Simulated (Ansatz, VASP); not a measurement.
**Ru in VASP and in Ansatz**

File INCAR:

```
SYSTEM = Ru
ALGO = Normal
EDIFF = 1E-6
EDIFFG = -0.01
ENCUT = 600
GGA = PS
IBRION = 2
ISIF = 3
ISMEAR = 0
LASPH = .True.
LCHARG = .False.
LREAL = .False.
LWAVE = .False.
NELM = 80
NSW = 80
PREC = Accurate
SIGMA = 0.1
```

File KPOINTS:

```
k-points
0
Gamma
  14 14 14
  0 0 0
```

Contents of POSCAR:

```
Ru
1.0
    0.0000000000      2.6952798645      2.6952798645
    2.6952798645      0.0000000000      2.6952798645
    2.6952798645      2.6952798645      0.0000000000
Ru
2
Direct
    0.5000000000      0.5000000000      0.5000000000
    0.7500000000      0.7500000000      0.7500000000
```

Input for Ansatz:

```yaml
crystal:
  lattice:
    - [0.0, 2.6952798645, 2.6952798645]
    - [2.6952798645, 0.0, 2.6952798645]
    - [2.6952798645, 2.6952798645, 0.0]
  atoms:
    - { symbol: Ru, position: [0.5, 0.5, 0.5] }
    - { symbol: Ru, position: [0.75, 0.75, 0.75] }
basis:
  ecutwfc: 420
kpoints:
  mp_grid: { grid: [14, 14, 14] }
hamiltonian:
  xc: pbesol
scf:
  occupations: { method: gaussian, width: 0.1 }
output:
  forces: true
  stress: true
  eigenvalues: true
relax:
  adjacent_minimum: "off"
  f_tol: 0.01
  max_steps: 60
  cell: { stress_tol: 0.1 }
```

Alike in both runs: task relaxation of cell and atoms; functional PBEsol; k mesh 14 × 14 × 14; occupations gaussian, width 0.1 eV; no spin polarisation.

|  | VASP | Ansatz |
| --- | --- | --- |
| version | VASP 6.6.1 | Ansatz 0.2.0 |
| potentials or method | VASP PAW PBE potentials, release 64 (Ru_pv), cutoff 600 eV | scalar-relativistic, plane waves, PAW |
| valence electrons in the cell | 28 | 32 |

Ansatz gave:

- gap on the k mesh at the Fermi level, each at its own relaxed structure (eV): none
- relaxed volume (Å³/atom): 19.58
- relaxed cell length with the largest relative difference (Å): 3.812

**Question.** What did VASP give for the same quantities?

**Answer.** gap on the k mesh at the Fermi level, each at its own relaxed structure (eV): none; relaxed volume (Å³/atom): 19.61; relaxed cell length with the largest relative difference (Å): 3.814.

VASP's potentials were made for PBE, not for PBEsol. A gap of «none» marks a metal or a gap that the smearing closes. VASP's potentials hold 28 valence electrons a cell and Ansatz's 32, so a difference there can come from the potentials and not from the codes.
